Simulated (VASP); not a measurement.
# HgS (F-43m) in VASP: further runs

Aim: see how the results for HgS move with the level of theory and the settings. Levels: BLYP, RPBE. Tasks: single point.

Everything below comes from runs of VASP 6.6.1. Logs are shortened: lines on timing, memory, paths and dates and some standing lists are left out, and cuts for length are marked.

### 1 The cell of the first run

Symmetry: F-43m, No. 216, cubic system. Conventional cell: a = 5.858 Å, b = 5.858 Å, c = 5.858 Å, α = 90.00°, β = 90.00°, γ = 90.00°. Hg (site symmetry -43m) has 4 S at 2.54 Å within 3.3 Å. S (site symmetry -43m) has 4 Hg at 2.54 Å within 3.3 Å.

### 2 Single point, BLYP

The input, INCAR:

```
AGGAC    = 1.0          
AGGAX    = 1.0          
ALDAC    = 0.0          
ALDAX    = 1.0          
ALGO     = Normal         # electronic algorithm
EDIFF    = 1E-6           # SCF threshold, eV
ENCUT    = 500            # plane-wave cutoff, eV
GGA      = B5             # functional
GGA_COMPAT= F            
ISIF     = 2              # what is computed and relaxed
ISMEAR   = 0              # smearing method
LASPH    = T              # aspherical terms in the spheres
LCHARG   = T              # write CHGCAR
LELF     = T              # ELF
LREAL    = F              # projectors in reciprocal space
LVHAR    = T            
LWAVE    = F              # write WAVECAR
NBANDS   = 16             # bands
NELM     = 120            # most SCF steps
PREC     = Accurate       # precision mode
SIGMA    = 0.05           # smearing width, eV
```

The input, KPOINTS:

```
k-points
0
Gamma
  8 8 8
```

The input, POSCAR:

```
HgS
1.0
    0.0000000000      2.9289995691      2.9289995691
    2.9289995691      0.0000000000      2.9289995691
    2.9289995691      2.9289995691      0.0000000000
Hg S
1 1
Direct
    0.0000000000      0.0000000000      0.0000000000
    0.7500000000      0.7500000000      0.7500000000
```

Potentials or basis: VASP PAW PBE potentials, release 64 (Hg, S).

Launch:

```console
cat potpaw_PBE.64/Hg/POTCAR potpaw_PBE.64/S/POTCAR > POTCAR
mpirun -np 1 vasp_std > vasp.out
```

OUTCAR:

```text
EDIFF = 1E-6
   ENCUT = 500
   GGA = B5
   ISIF = 2
   ISMEAR = 0
   LASPH = T
   LREAL = F
   NELM = 120
   PREC = Accurate

 ion  position               nearest neighbor table
   1  0.000  0.000  0.000-   2 2.54   2 2.54   2 2.54   2 2.54
   2  0.750  0.750  0.750-   1 2.54   1 2.54   1 2.54   1 2.54

  LATTYP: Found a face centered cubic cell.
 ALAT       =     5.8579991382

  Lattice vectors:

 A1 = (   0.0000000000,   2.9289995691,   2.9289995691)
 A2 = (   2.9289995691,   0.0000000000,   2.9289995691)
 A3 = (   2.9289995691,   2.9289995691,   0.0000000000)

Analysis of symmetry for initial positions (statically):
=====================================================================
 Subroutine PRICEL returns:
 Original cell was already a primitive cell.

 Routine SETGRP: Setting up the symmetry group for a
 face centered cubic supercell.

 Subroutine GETGRP returns: Found 24 space group operations
 (whereof 24 operations were pure point group operations)
 out of a pool of 48 trial point group operations.

The static configuration has the point symmetry T_d .

Analysis of symmetry for dynamics (positions and initial velocities):
=====================================================================
 Subroutine PRICEL returns:
 Original cell was already a primitive cell.

 Routine SETGRP: Setting up the symmetry group for a
 face centered cubic supercell.

 Subroutine GETGRP returns: Found 24 space group operations
 (whereof 24 operations were pure point group operations)
 out of a pool of 48 trial point group operations.

The dynamic configuration has the point symmetry T_d .

 Subroutine INISYM returns: Found 24 space group operations
 (whereof 24 operations are pure point group operations),
 and found     1 'primitive' translations

----------------------------------------------------------------------------------------

                                     Primitive cell

  volume of cell :      50.2560

  direct lattice vectors                    reciprocal lattice vectors
     0.000000000  2.928999569  2.928999569    -0.170706751  0.170706751  0.170706751
     2.928999569  0.000000000  2.928999569     0.170706751 -0.170706751  0.170706751
     2.928999569  2.928999569  0.000000000     0.170706751  0.170706751 -0.170706751

  length of vectors
     4.142230915  4.142230915  4.142230915     0.295672766  0.295672766  0.295672766

  position of ions in fractional coordinates (direct lattice)
     0.000000000  0.000000000  0.000000000
     0.750000000  0.750000000  0.750000000

  ion indices of the primitive-cell ions
   primitive index   ion index
                 1           1
                 2           2

----------------------------------------------------------------------------------------

 KPOINTS: k-points

Automatic generation of k-mesh.
 Grid dimensions read from file:
 generate k-points for:    8    8    8

 Generating k-lattice:

  Cartesian coordinates                     Fractional coordinates (reciprocal lattice)
    -0.021338344  0.021338344  0.021338344     0.125000000  0.000000000  0.000000000
     0.021338344 -0.021338344  0.021338344     0.000000000  0.125000000  0.000000000
     0.021338344  0.021338344 -0.021338344     0.000000000  0.000000000  0.125000000

  Length of vectors
     0.036959096  0.036959096  0.036959096

  Shift w.r.t. Gamma in fractional coordinates (k-lattice)
     0.000000000  0.000000000  0.000000000

 Subroutine IBZKPT returns following result:
 ===========================================

 Found     29 irreducible k-points:

 Following reciprocal coordinates:
            Coordinates               Weight
  0.000000  0.000000  0.000000      1.000000
  0.125000  0.000000  0.000000      8.000000
  0.250000  0.000000  0.000000      8.000000
  0.375000  0.000000  0.000000      8.000000
  0.500000  0.000000  0.000000      4.000000
  0.125000  0.125000  0.000000      6.000000
[... 16 lines left out ...]
  0.500000  0.250000  0.125000     48.000000
 -0.375000  0.250000  0.125000     24.000000
 [... further k-points ...]
   k-points           NKPTS =     29   k-points in BZ     NKDIM =     29   number of bands    NBANDS=     16
   number of dos      NEDOS =    301   number of ions     NIONS =      2
   total plane-waves  NPLWV =  27000
   dimension x,y,z NGX =    30 NGY =   30 NGZ =   30
   dimension x,y,z NGXF=    60 NGYF=   60 NGZF=   60
   ions per type =               1   1
   NGX,Y,Z   is equivalent  to a cutoff of  12.04, 12.04, 12.04 a.u.
   NGXF,Y,Z  is equivalent  to a cutoff of  24.08, 24.08, 24.08 a.u.
 SYSTEM =  unknown system
   PREC   = accura    normal or accurate (medium, high low for compatibility)
   ISTART =      0    job   : 0-new  1-cont  2-samecut
   ICHARG =      2    charge: 1-file 2-atom 10-const
   ISPIN  =      1    spin polarized calculation?
   LNONCOLLINEAR =      F non collinear calculations
   LSORBIT =      F    spin-orbit coupling
   LASPH  =      T    aspherical Exc in radial PAW
   ENCUT  =  500.0 eV  36.75 Ry    6.06 a.u.   7.55  7.55  7.55*2*pi/ulx,y,z
   NELM   =    120;   NELMIN=  2; NELMDL= -5     # of ELM steps
   EDIFF  = 0.1E-05   stopping-criterion for ELM
   LREAL  =      F    real-space projection
   EDIFFG = 0.1E-04   stopping-criterion for IOM
   NSW    =      0    number of steps for IOM
   IBRION =     -1    ionic relax: 0-MD 1-quasi-New 2-CG
   NFREE  =      0    steps in history (QN), initial steepest desc. (CG)
   ISIF   =      2    stress and relaxation
   ISYM   =      2    0-nonsym 1-usesym 2-fastsym
   POTIM  = 0.5000    time-step for ionic-motion
   TEBEG  =    0.0;   TEEND  =   0.0 temperature during run
   PSTRESS=    0.0 pullay stress
   NELECT =      18.0000    total number of electrons
   NUPDOWN=      -1.0000    fix difference up-down
   EMIN   =  10.00;   EMAX   =-10.00  energy-range for DOS
   EFERMI =   0.00;   METHOD = LEGACY
   ISMEAR =     0;   SIGMA  =   0.05  broadening in eV -4-tet -1-fermi 0-gaus
   EFERMI_NEDOS =   21; number of points for ismear=-14 and -15
   IALGO  =     38    algorithm
   IMIX   =      4    mixing-type and parameters
     AMIX     =   0.40;   BMIX     =  1.00
     AMIX_MAG =   1.60;   BMIX_MAG =  1.00
  volume/ion in A,a.u.               =      25.13       169.57
  Fermi-wavevector in a.u.,A,eV,Ry     =   1.162616  2.197026 18.390673  1.351676
  Thomas-Fermi vector in A             =   2.299175
   LORBIT       =      0    0 simple, 1 ext, 2 COOP (PROOUT), +10 PAW based schemes
   GGA     = B5    functional components
   LHFCALC =     F    Hartree Fock is set to
   AEXX    =    0.0000 exact exchange contribution
   IVDW    =     0    specifies the selected vdW correction
   LEPSILON=     F    determine dielectric tensor
   LRPA    =     F    only Hartree local field effects (RPA)
 non-spin polarized calculation
 Gauss-broadening in eV      SIGMA  =   0.05
  energy-cutoff  :      500.00
  volume of cell :       50.26
 maximum number of plane-waves:      1299
   NGX = 15   NGY = 15   NGZ = 15

 number of electron      17.9999997 magnetization

 Free energy of the ion-electron system (eV)
  ---------------------------------------------------
  ext. energy  EPLUGINS =         0.00000000
  ---------------------------------------------------
  free energy    TOTEN  =        -3.46394704 eV

  energy without entropy =       -3.46379638  energy(sigma->0) =       -3.46387171

 E-fermi :   2.5264     XC(G=0):  -8.8026

 val. band max:        2.5111961970   @ k =   0.0000   0.0000   0.0000
 cond. band min:       3.2851663121   @ k =   0.1250   0.0000   0.0000
 fundamental gap:      0.7739701151
 Fermi energy:         2.5264253123

 k-point     1 :       0.0000    0.0000    0.0000
  band No.  band energies     occupation
      1     -10.7387      2.00000
      2      -4.5790      2.00000
      3      -4.5790      2.00000
      4      -4.5790      2.00000
      5      -3.6823      2.00000
      6      -3.6823      2.00000
[... 8 lines left out ...]
     15      14.1860      0.00000
     16      14.1860      0.00000

 k-point     2 :       0.1250    0.0000    0.0000
  band No.  band energies     occupation
      1     -10.6641      2.00000
      2      -4.5514      2.00000
      3      -4.5423      2.00000
      4      -4.5423      2.00000
      5      -3.6849      2.00000
      6      -3.6849      2.00000
[... 8 lines left out ...]
     15      13.5744      0.00000
     16      13.5744      0.00000

 k-point     3 :       0.2500    0.0000    0.0000
  band No.  band energies     occupation
      1     -10.4793      2.00000
      2      -4.4610      2.00000
      3      -4.4610      2.00000
      4      -4.3984      2.00000
      5      -3.6762      2.00000
      6      -3.6762      2.00000
[... 8 lines left out ...]
     15      13.2741      0.00000
     16      13.3678      0.00000

 k-point     4 :       0.3750    0.0000    0.0000
  band No.  band energies     occupation
      1     -10.2881      2.00000
      2      -4.3960      2.00000
      3      -4.3960      2.00000
      4      -3.9689      2.00000
      5      -3.6386      2.00000
      6      -3.6386      2.00000
[... 8 lines left out ...]
     15      13.9213      0.00000
     16      13.9213      0.00000

 k-point     5 :       0.5000    0.0000    0.0000
  band No.  band energies     occupation
      1     -10.2073      2.00000
      2      -4.3754      2.00000
      3      -4.3754      2.00000
      4      -3.6125      2.00000
      5      -3.6125      2.00000
      6      -3.2823      2.00000
[... 8 lines left out ...]
     15      14.7347      0.00000
     16      14.7347      0.00000

 k-point     6 :       0.1250    0.1250    0.0000
  band No.  band energies     occupation
      1     -10.6392      2.00000
      2      -4.5864      2.00000
      3      -4.5073      2.00000
      4      -4.5073      2.00000
      5      -3.7141      2.00000
      6      -3.6597      2.00000
[... 8 lines left out ...]
     15      14.0526      0.00000
     16      14.1851      0.00000

 k-point     7 :       0.2500    0.1250    0.0000
  band No.  band energies     occupation
      1     -10.4908      2.00000
      2      -4.5351      2.00000
      3      -4.4194      2.00000
      4      -4.4019      2.00000
      5      -3.7278      2.00000
      6      -3.6377      2.00000
[... 8 lines left out ...]
     15      13.9665      0.00000
     16      14.7359      0.00000

 k-point     8 :       0.3750    0.1250    0.0000
  band No.  band energies     occupation
      1     -10.3008      2.00000
      2      -4.4212      2.00000
      3      -4.3428      2.00000
      4      -4.1422      2.00000
      5      -3.6726      2.00000
      6      -3.6101      2.00000
[... 8 lines left out ...]
     15      14.3002      0.00000
     16      14.3003      0.00000

 k-point     9 :       0.5000    0.1250    0.0000
  band No.  band energies     occupation
      1     -10.1825      2.00000
      2      -4.3682      2.00000
      3      -4.3175      2.00000
      4      -3.7426      2.00000
      5      -3.6070      2.00000
      6      -3.3800      2.00000
[... 8 lines left out ...]
     15      14.4895      0.00000
     16      14.7599      0.00000
[... 172 lines left out ...]
 k-point    19 :       0.5000    0.3750    0.0000
  band No.  band energies     occupation
      1     -10.0570      2.00000
      2      -4.3953      2.00000
      3      -4.0169      2.00000
      4      -3.9901      2.00000
      5      -3.5510      2.00000
      6      -3.3162      2.00000
[... 8 lines left out ...]
     15      14.6398      0.00000
     16      15.8392      0.00000

 k-point    20 :      -0.3750    0.3750    0.0000
  band No.  band energies     occupation
      1     -10.0463      2.00000
      2      -4.3256      2.00000
      3      -4.0688      2.00000
      4      -3.8792      2.00000
      5      -3.6054      2.00000
      6      -3.0496      2.00000
[... 8 lines left out ...]
     15      14.3938      0.00000
     16      16.2271      0.00000

 k-point    21 :       0.5000    0.5000    0.0000
  band No.  band energies     occupation
      1     -10.0298      2.00000
      2      -4.4361      2.00000
      3      -3.9546      2.00000
      4      -3.9546      2.00000
      5      -3.5253      2.00000
      6      -3.2606      2.00000
[... 8 lines left out ...]
     15      14.1931      0.00000
     16      15.6672      0.00000

 k-point    22 :       0.3750    0.2500    0.1250
  band No.  band energies     occupation
      1     -10.3393      2.00000
      2      -4.4575      2.00000
      3      -4.3318      2.00000
      4      -4.2576      2.00000
      5      -3.7221      2.00000
      6      -3.6017      2.00000
[... 8 lines left out ...]
     15      14.3176      0.00000
     16      15.8815      0.00000

 k-point    23 :       0.5000    0.2500    0.1250
  band No.  band energies     occupation
      1     -10.1848      2.00000
      2      -4.3434      2.00000
      3      -4.2749      2.00000
      4      -3.9745      2.00000
      5      -3.6379      2.00000
      6      -3.5373      2.00000
[... 8 lines left out ...]
     15      14.9870      0.00000
     16      15.2023      0.00000

 k-point    24 :      -0.3750    0.2500    0.1250
  band No.  band energies     occupation
      1     -10.1202      2.00000
      2      -4.3203      2.00000
      3      -4.2433      2.00000
      4      -3.7554      2.00000
      5      -3.6526      2.00000
      6      -3.2251      2.00000
[... 8 lines left out ...]
     15      14.5358      0.00000
     16      15.2765      0.00000

 [... further k-points ...]
[... 5 lines left out ...]
  --------------------------------------------------------------------------------------
  -------------------------------------------------------------------------------------
  Total        2.7139841      2.7139841      2.7139841      0.0000000      0.0000000      0.0000000
  in kB       86.5226798     86.5226798     86.5226798      0.0000000      0.0000000      0.0000000
  external PRESSURE =      86.5226798 kB  Pullay stress =       0.0000000 kB

 VOLUME and BASIS-vectors are now :
 -----------------------------------------------------------------------------
  energy-cutoff  :      500.00
  volume of cell :       50.26
      direct lattice vectors                 reciprocal lattice vectors
     0.000000000  2.928999569  2.928999569    -0.170706751  0.170706751  0.170706751
     2.928999569  0.000000000  2.928999569     0.170706751 -0.170706751  0.170706751
     2.928999569  2.928999569  0.000000000     0.170706751  0.170706751 -0.170706751

 POSITION                                       TOTAL-FORCE (eV/Angst)
 -----------------------------------------------------------------------------------
      0.00000      0.00000      0.00000        -0.000000     -0.000000     -0.000000
      4.39350      4.39350      4.39350         0.000000      0.000000      0.000000
 -----------------------------------------------------------------------------------
    total drift:                               -0.000000     -0.000000     -0.000000

  FREE ENERGIE OF THE ION-ELECTRON SYSTEM (eV)
  ---------------------------------------------------
  free  energy   TOTEN  =        -3.4639470375 eV

  energy  without entropy=       -3.4637963762  energy(sigma->0) =       -3.46387171
```

It took 25 s on 1 thread of Intel Xeon 6975P-C, shared host; peak memory 0.18 GiB.

Results:

```
Free energy            : -3.4639 eV
Pressure               : 8.7 GPa
Band gap on the k mesh : zero (filled and empty bands touch)
```

Caveat: the PAW data sets were made with another functional, which shifts forces and pressure a little; spin-orbit coupling is left out, which moves the levels of the heavy elements.

### 3 Single point, RPBE

The input, INCAR:

```
ALGO = Normal
EDIFF = 1E-6
ENCUT = 500
GGA = RP
GGA_COMPAT = False
ISIF = 2
ISMEAR = 0
LASPH = True
LCHARG = False
LREAL = False
LWAVE = False
NBANDS = 16
NELM = 120
PREC = Accurate
SIGMA = 0.05
```

KPOINTS is that of step 2.

POSCAR is that of step 2.

Potentials or basis: VASP PAW PBE potentials, release 64 (Hg, S).

Launch:

```console
cat potpaw_PBE.64/Hg/POTCAR potpaw_PBE.64/S/POTCAR > POTCAR
mpirun -np 1 vasp_std > vasp.out
```

Wall time 21 s (1 thread of Intel Xeon 6975P-C, shared host); peak memory 0.18 GiB.

Results (log left out):

```
Free energy            : -3.7576 eV
Pressure               : 6.5 GPa
Band gap on the k mesh : zero (filled and empty bands touch)
```

Levels at points of the mesh, in eV from the Fermi level:
```tsv
k point	band 5	band 6	band 7	band 8	band 9	band 10	band 11	band 12	band 13	band 14
(0.00, 0.00, 0.00)	-6.20	-6.20	-0.33	-0.02	-0.02	-0.02	6.08	6.08	6.08	10.24
(0.50, 0.00, 0.00)	-6.13	-5.79	-5.46	-0.98	-0.98	1.69	6.82	6.82	7.13	10.48
(0.50, 0.50, 0.00)	-6.04	-5.76	-4.85	-2.32	-2.32	3.27	3.60	8.79	10.33	10.33
```

Caveat: the PAW data sets were made with another functional, which shifts forces and pressure a little; spin-orbit coupling is left out, which moves the levels of the heavy elements.
